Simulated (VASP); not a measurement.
# In3As3H2 in VASP: single point with PBEsol

Aim: the single point of In3As3H2 with PBEsol.

Everything below comes from runs of VASP 6.6.1. Logs are shortened: lines on timing, memory, paths and dates and some standing lists are left out, and cuts for length are marked.

### 1 The cell of the first run

The cell holds a slab with vacuum, 8 atoms: a = 4.304 Å, b = 4.304 Å, c = 26.609 Å, α = 90.00°, β = 90.00°, γ = 90.00°.

### 2 Single point, PBEsol

Contents of INCAR:

```
SYSTEM = In3As3H2
PREC = Accurate
ENCUT = 520
EDIFF = 1E-7
ISMEAR = 0
SIGMA = 0.1
LREAL = .False.
LASPH = .True.
NELM = 100
ALGO = Normal
ISIF = 2
LWAVE = .False.
LCHARG = .False.
LDIPOL = .True.
IDIPOL = 3
DIPOL = 0.5 0.5 0.517
GGA = PS
NBANDS = 38
```

Contents of KPOINTS:

```
regular mesh
0
Gamma
  7 7 1
  0 0 0
```

Contents of POSCAR:

```
In3As3H2
1.0
    4.3044884350      0.0000000000      0.0000000000
    0.0000000000      4.3044884350      0.0000000000
    0.0000000000      0.0000000000     26.6093324049
As In H
3 3 2
Direct
    0.0000000000      0.5000000000      0.3194368002
    0.5000000000      0.0000000000      0.4338227200
   -0.0014618563      0.5157927985      0.5599972698
    0.5000000000      0.5000000000      0.3766297601
   -0.0002434914      0.0081567771      0.4898523859
    0.4986936580      0.0915263344      0.5777240666
    0.5684678418      0.5349526881      0.6842520309
    0.4448293901      0.6265724619      0.6982095349
```

Potentials or basis: VASP PAW PBE potentials, release 64 (As, In_d, H).

The run is started by

```console
cat potpaw_PBE.64/As/POTCAR potpaw_PBE.64/In_d/POTCAR potpaw_PBE.64/H/POTCAR > POTCAR
mpirun -np 1 vasp_std > vasp.out
```

OUTCAR:

```text
SYSTEM = In3As3H2
   PREC = Accurate
   ENCUT = 520
   EDIFF = 1E-7
   ISMEAR = 0
   LREAL = .False.
   LASPH = .True.
   NELM = 100
   ISIF = 2
   GGA = PS

 ion  position               nearest neighbor table
   1  0.000  0.500  0.319-   4 2.64   4 2.64
   2  0.500  0.000  0.434-   5 2.62   5 2.62   4 2.64   4 2.64
   3  0.999  0.516  0.560-   5 2.82   6 2.86   6 2.86   5 2.87   6 3.32   6 3.32
   4  0.500  0.500  0.377-   1 2.64   2 2.64   2 2.64   1 2.64
   5  1.000  0.008  0.490-   2 2.62   2 2.62   3 2.82   3 2.87   6 3.20   6 3.20
   6  0.499  0.092  0.578-   3 2.86   3 2.86   5 3.20   5 3.20   3 3.32   3 3.32
   7  0.568  0.535  0.684-   8 0.76
   8  0.445  0.627  0.698-   7 0.76

  LATTYP: Found a simple tetragonal cell.
 ALAT       =     4.3044884350
 C/A-ratio  =     6.1817641763

  Lattice vectors:

 A1 = (   4.3044884350,   0.0000000000,   0.0000000000)
 A2 = (   0.0000000000,   4.3044884350,   0.0000000000)
 A3 = (   0.0000000000,   0.0000000000,  26.6093324049)

Analysis of symmetry for initial positions (statically):
=====================================================================
 Subroutine PRICEL returns:
 Original cell was already a primitive cell.

 Routine SETGRP: Setting up the symmetry group for a
 simple tetragonal supercell.

 Subroutine GETGRP returns: Found  1 space group operations
 (whereof  1 operations were pure point group operations)
 out of a pool of 16 trial point group operations.

The static configuration has the point symmetry C_1 .

Analysis of symmetry for dynamics (positions and initial velocities):
=====================================================================
 Subroutine PRICEL returns:
 Original cell was already a primitive cell.

 Routine SETGRP: Setting up the symmetry group for a
 simple tetragonal supercell.

 Subroutine GETGRP returns: Found  1 space group operations
 (whereof  1 operations were pure point group operations)
 out of a pool of 16 trial point group operations.

The dynamic configuration has the point symmetry C_1 .

 Subroutine INISYM returns: Found  1 space group operations
 (whereof  1 operations are pure point group operations),
 and found     1 'primitive' translations

----------------------------------------------------------------------------------------

                                     Primitive cell

  volume of cell :     493.0342

  direct lattice vectors                    reciprocal lattice vectors
     4.304488435  0.000000000  0.000000000     0.232315643  0.000000000  0.000000000
     0.000000000  4.304488435  0.000000000     0.000000000  0.232315643  0.000000000
     0.000000000  0.000000000 26.609332405     0.000000000  0.000000000  0.037580800

  length of vectors
     4.304488435  4.304488435 26.609332405     0.232315643  0.232315643  0.037580800

  position of ions in fractional coordinates (direct lattice)
     0.000000000  0.500000000  0.319436800
     0.500000000  0.000000000  0.433822720
     0.998538144  0.515792799  0.559997270
     0.500000000  0.500000000  0.376629760
     0.999756509  0.008156777  0.489852386
     0.498693658  0.091526334  0.577724067
     0.568467842  0.534952688  0.684252031
     0.444829390  0.626572462  0.698209535

  ion indices of the primitive-cell ions
   primitive index   ion index
                 1           1
                 2           2
                 3           3
                 4           4
                 5           5
                 6           6
                 7           7
                 8           8

----------------------------------------------------------------------------------------

 KPOINTS: regular mesh

Automatic generation of k-mesh.
 Grid dimensions read from file:
 generate k-points for:    7    7    1

 Generating k-lattice:

  Cartesian coordinates                     Fractional coordinates (reciprocal lattice)
     0.033187949  0.000000000  0.000000000     0.142857143  0.000000000  0.000000000
     0.000000000  0.033187949  0.000000000     0.000000000  0.142857143  0.000000000
     0.000000000  0.000000000  0.037580800     0.000000000  0.000000000  1.000000000

  Length of vectors
     0.033187949  0.033187949  0.037580800

  Shift w.r.t. Gamma in fractional coordinates (k-lattice)
     0.000000000  0.000000000  0.000000000

 Subroutine IBZKPT returns following result:
 ===========================================

 Found     25 irreducible k-points:

 Following reciprocal coordinates:
            Coordinates               Weight
  0.000000  0.000000  0.000000      1.000000
  0.142857  0.000000  0.000000      2.000000
  0.000000  0.142857  0.000000      2.000000
  0.285714  0.000000  0.000000      2.000000
  0.000000  0.285714  0.000000      2.000000
  0.428571  0.000000  0.000000      2.000000
[... 16 lines left out ...]
  0.285714  0.428571  0.000000      2.000000
  0.428571  0.428571  0.000000      2.000000
   k-points           NKPTS =     25   k-points in BZ     NKDIM =     25   number of bands    NBANDS=     38
   number of dos      NEDOS =    301   number of ions     NIONS =      8
   total plane-waves  NPLWV = 204800
   dimension x,y,z NGX =    32 NGY =   32 NGZ =  200
   dimension x,y,z NGXF=    64 NGYF=   64 NGZF=  400
   ions per type =               3   3   2
   NGX,Y,Z   is equivalent  to a cutoff of  12.36, 12.36, 12.50 a.u.
   NGXF,Y,Z  is equivalent  to a cutoff of  24.72, 24.72, 24.99 a.u.
 SYSTEM =  In3As3H2
   PREC   = accura    normal or accurate (medium, high low for compatibility)
   ISTART =      0    job   : 0-new  1-cont  2-samecut
   ICHARG =      2    charge: 1-file 2-atom 10-const
   ISPIN  =      1    spin polarized calculation?
   LNONCOLLINEAR =      F non collinear calculations
   LSORBIT =      F    spin-orbit coupling
   LASPH  =      T    aspherical Exc in radial PAW
   ENCUT  =  520.0 eV  38.22 Ry    6.18 a.u.   8.00  8.00 49.48*2*pi/ulx,y,z
   NELM   =    100;   NELMIN=  2; NELMDL= -5     # of ELM steps
   EDIFF  = 0.1E-06   stopping-criterion for ELM
   LREAL  =      F    real-space projection
   EDIFFG = 0.1E-05   stopping-criterion for IOM
   NSW    =      0    number of steps for IOM
   IBRION =     -1    ionic relax: 0-MD 1-quasi-New 2-CG
   NFREE  =      0    steps in history (QN), initial steepest desc. (CG)
   ISIF   =      2    stress and relaxation
   ISYM   =      2    0-nonsym 1-usesym 2-fastsym
   POTIM  = 0.5000    time-step for ionic-motion
   TEBEG  =    0.0;   TEEND  =   0.0 temperature during run
   PSTRESS=    0.0 pullay stress
   NELECT =      56.0000    total number of electrons
   NUPDOWN=      -1.0000    fix difference up-down
   EMIN   =  10.00;   EMAX   =-10.00  energy-range for DOS
   EFERMI =   0.00;   METHOD = LEGACY
   ISMEAR =     0;   SIGMA  =   0.10  broadening in eV -4-tet -1-fermi 0-gaus
   EFERMI_NEDOS =   21; number of points for ismear=-14 and -15
   IALGO  =     38    algorithm
   IMIX   =      4    mixing-type and parameters
     AMIX     =   0.40;   BMIX     =  1.00
     AMIX_MAG =   1.60;   BMIX_MAG =  1.00
  volume/ion in A,a.u.               =      61.63       415.89
  Fermi-wavevector in a.u.,A,eV,Ry     =   0.792827  1.498226  8.552279  0.628575
  Thomas-Fermi vector in A             =   1.898642
   LORBIT       =      0    0 simple, 1 ext, 2 COOP (PROOUT), +10 PAW based schemes
   GGA     = PS    functional components
   LHFCALC =     F    Hartree Fock is set to
   AEXX    =    0.0000 exact exchange contribution
   IVDW    =     0    specifies the selected vdW correction
   LEPSILON=     F    determine dielectric tensor
   LRPA    =     F    only Hartree local field effects (RPA)
 non-spin polarized calculation
 Gauss-broadening in eV      SIGMA  =   0.10
  energy-cutoff  :      520.00
  volume of cell :      493.03
 maximum number of plane-waves:     13356
   NGX = 17   NGY = 17   NGZ = 99

 dipolmoment           0.000000      0.000000      0.133348 electrons x Angstroem

 number of electron      56.0000012 magnetization

 dipolmoment           0.000000      0.000000     -0.174506 electrons x Angstroem

 Free energy of the ion-electron system (eV)
  ---------------------------------------------------
  ext. energy  EPLUGINS =         0.00000000
  ---------------------------------------------------
  free energy    TOTEN  =       -29.08216335 eV

  energy without entropy =      -29.06195500  energy(sigma->0) =      -29.07205918

 E-fermi :  -1.7227     XC(G=0):  -3.9584

 val. band max:       -1.7302327627   @ k =   0.4286   0.2857   0.0000
 cond. band min:      -1.5516605317   @ k =  -0.1429   0.1429   0.0000
 fundamental gap:      0.1785722310
 Fermi energy:        -1.7227037060

 k-point     1 :       0.0000    0.0000    0.0000
  band No.  band energies     occupation
      1     -16.2302      2.00000
      2     -16.2285      2.00000
      3     -16.0987      2.00000
      4     -16.0746      2.00000
      5     -16.0108      2.00000
      6     -16.0061      2.00000
[... 30 lines left out ...]
     37       3.1353      0.00000
     38       3.1612      0.00000

 k-point     2 :       0.1429    0.0000    0.0000
  band No.  band energies     occupation
      1     -16.2418      2.00000
      2     -16.2036      2.00000
      3     -16.0869      2.00000
      4     -16.0735      2.00000
      5     -16.0237      2.00000
      6     -16.0106      2.00000
[... 30 lines left out ...]
     37       2.9502      0.00000
     38       3.1962      0.00000
[... 859 lines left out ...]
     37       3.6715      0.00000
     38       3.9284      0.00000

 k-point    24 :       0.4286    0.4286    0.0000
  band No.  band energies     occupation
      1     -16.2331      2.00000
      2     -16.1916      2.00000
      3     -16.1276      2.00000
      4     -16.0704      2.00000
      5     -16.0629      2.00000
      6     -15.9798      2.00000
[... 30 lines left out ...]
     37       3.7278      0.00000
     38       4.2037      0.00000

 [... further k-points ...]

------------------------ aborting loop because EDIFF is reached ----------------------------------------

 vacuum level on the upper side and lower side of the slab       (xc-potential included)        -0.922         0.752

  FORCE on cell =-STRESS in cart. coord.  units (eV):
  Direction    XX          YY          ZZ          XY          YZ          ZX
  --------------------------------------------------------------------------------------
  -------------------------------------------------------------------------------------
  Total       -1.6943522     -4.6994122      0.2323396      0.0097225      0.0326259      0.0510541
  in kB       -5.5060127    -15.2713366      0.7550170      0.0315945      0.1060219      0.1659068
  external PRESSURE =      -6.6741108 kB  Pullay stress =       0.0000000 kB

 VOLUME and BASIS-vectors are now :
 -----------------------------------------------------------------------------
  energy-cutoff  :      520.00
  volume of cell :      493.03
      direct lattice vectors                 reciprocal lattice vectors
     4.304488435  0.000000000  0.000000000     0.232315643  0.000000000  0.000000000
     0.000000000  4.304488435  0.000000000     0.000000000  0.232315643  0.000000000
     0.000000000  0.000000000 26.609332405     0.000000000  0.000000000  0.037580800

 POSITION                                       TOTAL-FORCE (eV/Angst)
 -----------------------------------------------------------------------------------
      0.00000      2.15224      8.50000        -0.000964     -0.013934      0.153050
      2.15224      0.00000     11.54373        -0.007708      0.005014      0.330733
      4.29820      2.22022     14.90115         0.003047      0.009836      0.000062
      2.15224      2.15224     10.02187         0.000039      0.008191     -0.488785
      4.30344      0.03511     13.03464         0.000130     -0.001854      0.001209
      2.14662      0.39397     15.37285        -0.002986     -0.007181      0.007425
      2.44696      2.30270     18.20749         0.032509     -0.004196     -0.027194
      1.91476      2.69707     18.57889        -0.024069      0.004125      0.023499
 -----------------------------------------------------------------------------------
    total drift:                               -0.000256     -0.000480     -0.000198

  FREE ENERGIE OF THE ION-ELECTRON SYSTEM (eV)
  ---------------------------------------------------
  free  energy   TOTEN  =       -29.0821633485 eV

  energy  without entropy=      -29.0619550022  energy(sigma->0) =      -29.07205918

 vacuum level on the upper side and lower side of the slab         2.344         4.048
```

Wall time 8.1 min (1 thread of Intel Xeon 6975P-C (Granite Rapids), shared host); peak memory 0.72 GiB.

Results:

| Property | Result |
| --- | --- |
| Free energy | -29.0822 eV |
| Largest force | 0.489 eV/Å |
| Band gap on the k mesh | zero (band 28 reaches -1.15 eV, above the bottom of band 29 at -2.16 eV) |

Forces on the atoms (eV/Å):
```
As  -0.001 -0.014  0.153
As  -0.008  0.005  0.331
As   0.003  0.010  0.000
In   0.000  0.008 -0.489
In   0.000 -0.002  0.001
In  -0.003 -0.007  0.007
H    0.033 -0.004 -0.027
H   -0.024  0.004  0.023
```

Levels at points of the mesh, in eV from the Fermi level:
```csv
k point,band 25,band 26,band 27,band 28,band 29,band 30,band 31,band 32
"(0.00, 0.00, 0.00)",-1.12,-1.04,-0.13,-0.03,0.84,1.36,2.28,2.35
```

Caveat: the PAW data sets were made with another functional, which shifts forces and pressure a little; spin-orbit coupling is left out, which moves the levels of the heavy elements.
